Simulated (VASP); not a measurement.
# Cd2S (P3m1) in VASP: further runs, part 2 of 2

VASP 6.6.1. The steps go on from the part before.

## Step 3: Single point, PBEsol

This run uses another cell than the first one, of 25.29 Å³/atom, 1.042 times its volume.

INCAR

```
ALGO     = Normal         # electronic algorithm
EDIFF    = 1E-6           # SCF threshold, eV
ENCUT    = 520            # plane-wave cutoff, eV
GGA      = PS             # functional
ISIF     = 2              # what is computed and relaxed
ISMEAR   = -1             # smearing method
LASPH    = T              # aspherical terms in the spheres
LCHARG   = F              # write CHGCAR
LREAL    = F              # projectors in reciprocal space
LWAVE    = F              # write WAVECAR
NBANDS   = 22             # bands
NELM     = 100            # most SCF steps
PREC     = Accurate       # precision mode
SIGMA    = 0.05           # smearing width, eV
```

KPOINTS

```
k-points
0
Gamma
  8 8 5
```

POSCAR

```
Cd2S
1.0
    3.8834166480      0.0000000000      0.0000000000
   -1.9417083240      3.3631374707      0.0000000000
    0.0000000000      0.0000000000      5.8091920000
Cd S
2 1
Direct
    0.3333333333      0.6666666667      0.9327170000
    0.6666666667      0.3333333333      0.5787350000
    0.3333333333      0.6666666667      0.3657050000
```

Potentials or basis: VASP PAW PBE potentials, release 64 (Cd, S).

The run is started by

```bash
cat potpaw_PBE.64/Cd/POTCAR potpaw_PBE.64/S/POTCAR > POTCAR
mpirun -np 1 vasp_std > vasp.out
```

Wall time 53 s (1 thread of AMD EPYC 9R45 (Zen 5), shared host); peak memory 0.19 GiB.

The run converged. Its results:

- Free energy: -7.2966 eV
- Pressure: -1.3 GPa
- Largest force: 0.078 eV/Å
- Band gap on the k mesh: 0.19 eV, indirect (least direct gap 0.57 eV)

Forces in eV/Å, atoms in the order of the input:
```
Cd   0.000  0.000  0.065
Cd   0.000  0.000  0.014
S    0.000  0.000 -0.078
```

Stress tensor (GPa, compression positive):
```
-0.84  0.00  0.00
 0.00 -0.84  0.00
 0.00  0.00 -2.33
```

Levels at points of the mesh, in eV from the valence-band top:
| k point | band 13 | band 14 | band 15 | band 16 | band 17 | band 18 |
| --- | --- | --- | --- | --- | --- | --- |
| (0.00, 0.00, 0.00) | -3.79 | -0.55 | -0.55 | 3.40 | 5.04 | 7.04 |
| (0.50, 0.00, 0.00) | -3.01 | -1.50 | -1.20 | 0.53 | 3.17 | 4.79 |

Caveat: the PAW data sets were made with another functional, which shifts forces and pressure a little. A k mesh can miss the band edges.

## Step 4: Single point, PBEsol

This run uses another cell than the first one, of 27.40 Å³/atom, 1.129 times its volume.

INCAR

```
  ALGO = Normal
  EDIFF = 1E-6
  ENCUT = 520
  GGA = PS
  ISIF = 2
  ISMEAR = -1
  LASPH = True
  LCHARG = False
  LREAL = False
  LWAVE = False
  NBANDS = 22
  NELM = 80
  PREC = Accurate
  SIGMA = 0.05
```

KPOINTS is that of step 3.

POSCAR

```
Cd2S
1.0
    4.0419234500      0.0000000000      0.0000000000
   -2.0209617250      3.5004083879      0.0000000000
    0.0000000000      0.0000000000      5.8091920000
Cd S
2 1
Direct
    0.3333333333      0.6666666667      0.9327170000
    0.6666666667      0.3333333333      0.5787350000
    0.3333333333      0.6666666667      0.3657050000
```

The run is started by

```bash
cat potpaw_PBE.64/Cd/POTCAR potpaw_PBE.64/S/POTCAR > POTCAR
mpirun -np 1 vasp_std > vasp.out
```

Wall time 56 s (1 thread of AMD EPYC 9R45 (Zen 5), shared host); peak memory 0.18 GiB.

The run converged. Its results:

- Free energy: -7.2008 eV
- Pressure: -3.8 GPa
- Largest force: 0.255 eV/Å
- Band gap on the k mesh: 0.27 eV, indirect (least direct gap 0.55 eV)

Forces in eV/Å, atoms in the order of the input:
```
Cd   0.000  0.000 -0.039
Cd   0.000  0.000 -0.216
S    0.000  0.000  0.255
```

Stress tensor (GPa, compression positive):
```
-3.80  0.00  0.00
 0.00 -3.80  0.00
 0.00  0.00 -3.88
```

Levels at points of the mesh, in eV from the valence-band top:
```csv
k point,band 12,band 13,band 14,band 15,band 16,band 17,band 18,band 19
"(0.00, 0.00, 0.00)",-4.28,-3.52,-0.73,-0.73,2.95,5.03,6.60,6.60
"(0.50, 0.00, 0.00)",-4.30,-2.89,-1.55,-1.23,0.67,3.12,4.62,5.66
```

Caveat: the PAW data sets were made with another functional, which shifts forces and pressure a little.

## Step 5: Single point, PBEsol

This run uses another cell than the first one, of 28.48 Å³/atom, 1.174 times its volume.

INCAR

```
SYSTEM = Cd2S
  PREC = Accurate
  ENCUT = 520
  EDIFF = 1E-6
  ISMEAR = -1
  SIGMA = 0.05
  LREAL = .False.
  LASPH = .True.
  NELM = 100
  ALGO = Normal
  ISIF = 2
  LWAVE = .False.
  LCHARG = .False.
  GGA = PS
  NBANDS = 22
```

KPOINTS

```
Automatic mesh
0
Gamma
  8 8 5
  0 0 0
```

POSCAR

```
Cd2S
1.0
    4.1211768510      0.0000000000      0.0000000000
   -2.0605884255      3.5690438465      0.0000000000
    0.0000000000      0.0000000000      5.8091920000
Cd S
2 1
Direct
    0.3333333333      0.6666666667      0.9327170000
    0.6666666667      0.3333333333      0.5787350000
    0.3333333333      0.6666666667      0.3657050000
```

The run is started by

```bash
cat potpaw_PBE.64/Cd/POTCAR potpaw_PBE.64/S/POTCAR > POTCAR
mpirun -np 1 vasp_std > vasp.out
```

Wall time 61 s (1 thread of AMD EPYC 9R45 (Zen 5), shared host); peak memory 0.2 GiB.

It converged, with:

* Free energy: -7.1138 eV
* Pressure: -4.7 GPa
* Largest force: 0.359 eV/Å
* Band gap on the k mesh: 0.32 eV, indirect (least direct gap 0.55 eV)

Forces on the atoms (eV/Å):
```
Cd   0.000  0.000 -0.076
Cd   0.000  0.000 -0.283
S    0.000  0.000  0.359
```

Stress tensor (GPa, compression positive):
```
-4.77  0.00  0.00
 0.00 -4.77  0.00
 0.00  0.00 -4.41
```

Levels at points of the mesh, in eV from the valence-band top:
```tsv
k point	band 12	band 13	band 14	band 15	band 16	band 17	band 18	band 19
(0.00, 0.00, 0.00)	-4.13	-3.40	-0.81	-0.81	2.75	5.03	6.40	6.40
(0.50, 0.00, 0.00)	-4.16	-2.83	-1.56	-1.24	0.74	3.08	4.58	5.49
```

Caveat: the PAW data sets were made with another functional, which shifts forces and pressure a little. A k mesh can miss the band edges.

## Step 6: Single point, LDA

This run uses another cell than the first one, of 27.39 Å³/atom, 1.128 times its volume.

INCAR

```
ALGO = Normal ; EDIFF = 1E-6
ENCUT = 520 ; ISIF = 2
ISMEAR = -1 ; LASPH = T
LCHARG = F ; LREAL = F
LWAVE = F ; NBANDS = 22
NELM = 60 ; PREC = Accurate
SIGMA = 0.05
```

KPOINTS

```
k-points
0
Gamma
  8 8 5
```

POSCAR

```
Cd2S
1.0
    4.0148164244      0.0000000000      0.0000000000
   -2.0074082122      3.4769330151      0.0000000000
    0.0000000000      0.0000000000      5.8856375034
Cd S
2 1
Direct
    0.3333333333      0.6666666667      0.9327170000
    0.6666666667      0.3333333333      0.5787350000
    0.3333333333      0.6666666667      0.3657050000
```

Potentials or basis: VASP PAW LDA potentials, release 64 (Cd, S).

The run is started by

```bash
cat potpaw_LDA.64/Cd/POTCAR potpaw_LDA.64/S/POTCAR > POTCAR
mpirun -np 1 vasp_std > vasp.out
```

Wall time 47 s (1 thread of Intel Xeon Platinum 8259CL at 2.50GHz (Skylake/Cascade Lake), shared host); peak memory 0.2 GiB.

The run converged. Its results:

| Item | Value |
| --- | --- |
| Free energy | -7.9719 eV |
| Pressure | -5.8 GPa |
| Largest force | 0.284 eV/Å |
| Band gap on the k mesh | 0.27 eV, indirect (least direct gap 0.57 eV) |

Forces on the atoms (eV/Å):
```
Cd   0.000  0.000  0.066
Cd   0.000  0.000 -0.284
S    0.000  0.000  0.218
```

Stress tensor (GPa, compression positive):
```
-5.08  0.00  0.00
 0.00 -5.08  0.00
 0.00  0.00 -7.21
```

Levels at points of the mesh, in eV from the valence-band top:
```csv
k point,band 12,band 13,band 14,band 15,band 16,band 17,band 18,band 19
"(0.00, 0.00, 0.00)",-4.29,-3.50,-0.56,-0.56,3.03,4.92,6.73,6.73
"(0.50, 0.00, 0.00)",-4.21,-2.76,-1.39,-1.24,0.67,3.09,4.70,5.71
```

## Step 7: The runs side by side

```tsv
level	potentials or basis	cell	gap on the mesh (eV)	pressure (GPa)	largest force (eV/Å)
PBEsol	VASP PAW PBE potentials, release 64 (Cd, S)	a = 3.804, b = 3.804, c = 5.809 Å, angles 90.0, 90.0, 120.0°, 3 atoms	0.16	0.5	0.33
PBEsol	VASP PAW PBE potentials, release 64 (Cd, S)	a = 3.883, b = 3.883, c = 5.809 Å, angles 90.0, 90.0, 120.0°, 3 atoms	0.19	-1.3	0.08
PBEsol	VASP PAW PBE potentials, release 64 (Cd, S)	a = 4.042, b = 4.042, c = 5.809 Å, angles 90.0, 90.0, 120.0°, 3 atoms	0.27	-3.8	0.26
PBEsol	VASP PAW PBE potentials, release 64 (Cd, S)	a = 4.121, b = 4.121, c = 5.809 Å, angles 90.0, 90.0, 120.0°, 3 atoms	0.32	-4.7	0.36
LDA	VASP PAW LDA potentials, release 64 (Cd, S)	a = 4.015, b = 4.015, c = 5.886 Å, angles 90.0, 90.0, 120.0°, 3 atoms	0.27	-5.8	0.28
```

Alike in all rows: task single point; no spin polarisation; k mesh 8 × 8 × 5; cutoff (eV) 520; smearing fermi-dirac 0.05 eV.

Caveats: the PAW data sets were made with another functional, which shifts forces and pressure a little (some runs).

Absolute energies hang on the potentials; compare differences alone.
